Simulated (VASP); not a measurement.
# SnO2 (rutile type) (P4_2/mnm) in VASP: relaxation of cell and atoms with PBE

Aim: the relaxation of cell and atoms of SnO2 (rutile type) with PBE.

Program: VASP 6.6.1. These are calculated values, not measurements. Logs are shortened: lines on timing, memory, paths and dates and some standing lists are left out, and cuts for length are marked.

## (1) The cell of the first run

The structure is tetragonal, space group P4_2/mnm (No. 136). The conventional cell has a = 4.582 Å, b = 4.582 Å, c = 3.024 Å, α = 90.00°, β = 90.00°, γ = 90.00°. Within 2.6 Å of Sn (site symmetry mmm) lie 6 O at 1.97 to 1.98 Å. O (site symmetry m2m) has 3 Sn at 1.97 to 1.98 Å and 1 O at 2.53 Å within 2.6 Å.

## (2) Relaxation of cell and atoms, PBE

File INCAR:

```
SYSTEM = SnO2
  PREC = Accurate
  ENCUT = 600
  EDIFF = 1E-7
  ISMEAR = -1
  SIGMA = 0.05
  LREAL = .False.
  LASPH = .True.
  NELM = 60
  ALGO = Normal
  ISIF = 3
  LWAVE = .False.
  LCHARG = .False.
  GGA = PE
  IBRION = 2
  NSW = 60
  EDIFFG = -0.005
```

File KPOINTS:

```
Automatic mesh
0
Gamma
  8 8 11
  0 0 0
```

File POSCAR:

```
SnO2
1.0
    4.5821571838      0.0000000000      0.0000000000
    0.0000000000      4.5821571838      0.0000000000
    0.0000000000      0.0000000000      3.0242237413
Sn O
2 4
Direct
    0.0000000000      0.0000000000      0.0000000000
    0.5000000000      0.5000000000      0.5000000000
    0.3050000000      0.3050000000      0.0000000000
    0.6950000000      0.6950000000      0.0000000000
    0.8050000000      0.1950000000      0.5000000000
    0.1950000000      0.8050000000      0.5000000000
```

Potentials or basis: VASP PAW PBE potentials, release 64 (Sn_d, O).

Run with:

```sh
cat potpaw_PBE.64/Sn_d/POTCAR potpaw_PBE.64/O/POTCAR > POTCAR
mpirun -np 1 vasp_std > vasp.out
```

OUTCAR:

```text
SYSTEM = SnO2
   PREC = Accurate
   ENCUT = 600
   EDIFF = 1E-7
   ISMEAR = -1
   LREAL = .False.
   LASPH = .True.
   NELM = 60
   ISIF = 3
   GGA = PE
   IBRION = 2
   NSW = 60
   EDIFFG = -0.005

 ion  position               nearest neighbor table
   1  0.000  0.000  0.000-   5 1.97   6 1.97   5 1.97   6 1.97   3 1.98   4 1.98   2 3.58   2 3.58
                             2 3.58   2 3.58   2 3.58   2 3.58   2 3.58   2 3.58
   2  0.500  0.500  0.500-   3 1.97   4 1.97   3 1.97   4 1.97   5 1.98   6 1.98   1 3.58   1 3.58
                             1 3.58   1 3.58   1 3.58   1 3.58   1 3.58   1 3.58
   3  0.305  0.305  0.000-   2 1.97   2 1.97   1 1.98
   4  0.695  0.695  0.000-   2 1.97   2 1.97   1 1.98
   5  0.805  0.195  0.500-   1 1.97   1 1.97   2 1.98
   6  0.195  0.805  0.500-   1 1.97   1 1.97   2 1.98

  LATTYP: Found a simple tetragonal cell.
 ALAT       =     4.5821571838
 C/A-ratio  =     0.6600000000

  Lattice vectors:

 A1 = (   4.5821571838,   0.0000000000,   0.0000000000)
 A2 = (   0.0000000000,   4.5821571838,   0.0000000000)
 A3 = (   0.0000000000,   0.0000000000,   3.0242237413)

Analysis of symmetry for initial positions (statically):
=====================================================================
 Subroutine PRICEL returns:
 Original cell was already a primitive cell.

 Routine SETGRP: Setting up the symmetry group for a
 simple tetragonal supercell.

 Subroutine GETGRP returns: Found 16 space group operations
 (whereof  8 operations were pure point group operations)
 out of a pool of 16 trial point group operations.

The static configuration has the point symmetry D_2h.
 The point group associated with its full space group is D_4h.

Analysis of symmetry for dynamics (positions and initial velocities):
=====================================================================
 Subroutine PRICEL returns:
 Original cell was already a primitive cell.

 Routine SETGRP: Setting up the symmetry group for a
 simple tetragonal supercell.

 Subroutine GETGRP returns: Found 16 space group operations
 (whereof  8 operations were pure point group operations)
 out of a pool of 16 trial point group operations.

The dynamic configuration has the point symmetry D_2h.
 The point group associated with its full space group is D_4h.

 Subroutine INISYM returns: Found 16 space group operations
 (whereof  8 operations are pure point group operations),
 and found     1 'primitive' translations

----------------------------------------------------------------------------------------

                                     Primitive cell
[... 119 lines left out ...]
     AMIX_MAG =   1.60;   BMIX_MAG =  1.00
  volume/ion in A,a.u.               =      10.58        71.42
  Fermi-wavevector in a.u.,A,eV,Ry     =   1.531645  2.894388 31.918383  2.345935
  Thomas-Fermi vector in A             =   2.638960
   LORBIT       =      0    0 simple, 1 ext, 2 COOP (PROOUT), +10 PAW based schemes
   GGA     = PE    functional components
   LHFCALC =     F    Hartree Fock is set to
   AEXX    =    0.0000 exact exchange contribution
   IVDW    =     0    specifies the selected vdW correction
   LEPSILON=     F    determine dielectric tensor
   LRPA    =     F    only Hartree local field effects (RPA)
 conjugate gradient relaxation of ions
 non-spin polarized calculation
  energy-cutoff  :      600.00
  volume of cell :       63.50
 maximum number of plane-waves:      2136
 NGX is ok and might be reduce to    40
   NGX = 19   NGY = 19   NGZ = 13

--------------------------------------- Ionic step        1  -------------------------------------------

 number of electron      52.0000011 magnetization

 Free energy of the ion-electron system (eV)
  ---------------------------------------------------
  ext. energy  EPLUGINS =         0.00000000
  ---------------------------------------------------
  free energy    TOTEN  =       -35.70313315 eV

  energy without entropy =      -35.70313315  energy(sigma->0) =      -35.70313315

------------------------ aborting loop because EDIFF is reached ----------------------------------------

  FORCE on cell =-STRESS in cart. coord.  units (eV):
  Direction    XX          YY          ZZ          XY          YZ          ZX
  --------------------------------------------------------------------------------------
  -------------------------------------------------------------------------------------
  Total       16.9208967     16.9208967     24.0488184      0.0000000      0.0000000      0.0000000
  in kB      426.9530025    426.9530025    606.8068035      0.0000000      0.0000000      0.0000000
  external PRESSURE =     486.9042695 kB  Pullay stress =       0.0000000 kB
[... 27 lines left out ...]
--------------------------------------- Ionic step        2  -------------------------------------------

 number of electron      51.9999979 magnetization

 E-fermi :   2.8388     XC(G=0):  -9.7057

 val. band max:        2.8158669815   @ k =   0.1250   0.1250   0.0000
 cond. band min:       2.8397192455   @ k =   0.1250   0.0000   0.0909
 fundamental gap:      0.0238522640
 Fermi energy:         2.8387748565

 k-point     1 :       0.0000    0.0000    0.0000
  band No.  band energies     occupation
      1     -18.0642      2.00000
      2     -17.8366      2.00000
      3     -17.8360      2.00000
      4     -17.7955      2.00000
      5     -17.7955      2.00000
      6     -17.7936      2.00000
[... 880 lines left out ...]
  FREE ENERGIE OF THE ION-ELECTRON SYSTEM (eV)
  ---------------------------------------------------
  free  energy   TOTEN  =       -37.2642772941 eV

  energy  without entropy=      -37.2642406493  energy(sigma->0) =      -37.26425897

[... ionic steps 4 to 8 ...]

--------------------------------------- Ionic step        9  -------------------------------------------

 number of electron      52.0000014 magnetization

------------------------ aborting loop because EDIFF is reached ----------------------------------------
[... 75 lines left out ...]
--------------------------------------- Ionic step       11  -------------------------------------------

 number of electron      52.0000013 magnetization

 Free energy of the ion-electron system (eV)
  ---------------------------------------------------
  ext. energy  EPLUGINS =         0.00000000
  ---------------------------------------------------
  free energy    TOTEN  =       -37.29697882 eV

  energy without entropy =      -37.29697061  energy(sigma->0) =      -37.29697471

 E-fermi :   5.8460     XC(G=0): -10.9595

 val. band max:        5.4953845428   @ k =   0.0000   0.0000   0.0000
 cond. band min:       6.1281056760   @ k =   0.0000   0.0000   0.0000
 fundamental gap:      0.6327211332
 Fermi energy:         5.8460132204

 k-point     1 :       0.0000    0.0000    0.0000
  band No.  band energies     occupation
      1     -15.5363      2.00000
      2     -14.8784      2.00000
      3     -14.6903      2.00000
      4     -14.6628      2.00000
      5     -14.6628      2.00000
      6     -14.5986      2.00000
[... 840 lines left out ...]
  FREE ENERGIE OF THE ION-ELECTRON SYSTEM (eV)
  ---------------------------------------------------
  free  energy   TOTEN  =       -37.2969788203 eV

  energy  without entropy=      -37.2969706093  energy(sigma->0) =      -37.29697471

 reached required accuracy - stopping structural energy minimisation
```

CONTCAR:

```text
SnO2
   1.00000000000000
     4.8320178441832757   -0.0000000000000000    0.0000000000000000
    -0.0000000000000000    4.8320178441832757    0.0000000000000000
     0.0000000000000000    0.0000000000000000    3.2423624992152518
  Sn              O
     2     4
Direct
     0.0000000000000000    0.0000000000000000    0.0000000000000000
     0.5000000000000000    0.5000000000000000    0.5000000000000000
     0.3065596205619514    0.3065596205619514    1.0000000000000000
     0.6934403794380489    0.6934403794380489    0.0000000000000000
     0.8065596205619511    0.1934403794380487    0.5000000000000000
     0.1934403794380487    0.8065596205619511    0.5000000000000000

  0.00000000E+00  0.00000000E+00  0.00000000E+00
  0.00000000E+00  0.00000000E+00  0.00000000E+00
  0.00000000E+00  0.00000000E+00  0.00000000E+00
  0.00000000E+00  0.00000000E+00  0.00000000E+00
  0.00000000E+00  0.00000000E+00  0.00000000E+00
  0.00000000E+00  0.00000000E+00  0.00000000E+00
```

Run time: 23 min. Hardware: 1 thread of AMD EPYC 9R14 (Zen 4), shared host; peak memory 0.29 GiB.

Results:

```
Free energy                           : -37.2970 eV
Relaxed volume                        : 12.62 Å³/atom
Relaxed cell                          : a = 4.832 Å, b = 4.832 Å, c = 3.242 Å, α = 90.00°, β = 90.00°, γ = 90.00°
Space group after relaxing (to 0.1 Å) : P4_2/mnm (No. 136)
Energy gained by relaxing             : 265.6 meV/atom
Ionic steps                           : 11
Pressure after relaxing               : 0.0 GPa
Band gap on the k mesh                : 0.63 eV
```

Step by step:
| step | energy change (eV) | largest force (eV/Å) | pressure (GPa) | volume (Å³) |
| --- | --- | --- | --- | --- |
| 1 | 0.0000 | 0.6358 | 48.69 | 63.50 |
| 2 | 0.8168 | 0.6702 | -25.27 | 97.80 |
| 3 | -1.5611 | 0.5317 | -1.89 | 76.21 |
| 4 | -1.5677 | 0.5025 | -0.21 | 75.50 |
| 5 | -1.5682 | 0.4914 | 0.41 | 75.25 |
| 6 | -1.5931 | 0.0871 | -0.09 | 75.69 |
| 7 | -1.5938 | 0.0068 | -0.16 | 75.78 |
| 8 | -1.5938 | 0.0029 | -0.16 | 75.79 |
| 9 | -1.5938 | 0.0135 | 0.12 | 75.66 |
| 10 | -1.5938 | 0.0091 | 0.00 | 75.71 |
| 11 | -1.5938 | 0.0019 | 0.01 | 75.70 |

Final structure:
```xyz
6
Lattice="4.8320 0.0000 0.0000 0.0000 4.8320 0.0000 0.0000 0.0000 3.2424" Properties=species:S:1:pos:R:3 pbc="T T T"
Sn    0.0000    0.0000    0.0000
Sn    2.4160    2.4160    1.6212
O     1.4813    1.4813    3.2424
O     3.3507    3.3507    0.0000
O     3.8973    0.9347    1.6212
O     0.9347    3.8973    1.6212
```

Caveat: the volume moved by over 15 % at a fixed basis, so the end points are rough; semilocal functionals underestimate gaps, and a narrow one can read as zero; spin-orbit coupling is left out, which moves the levels of the heavy elements.
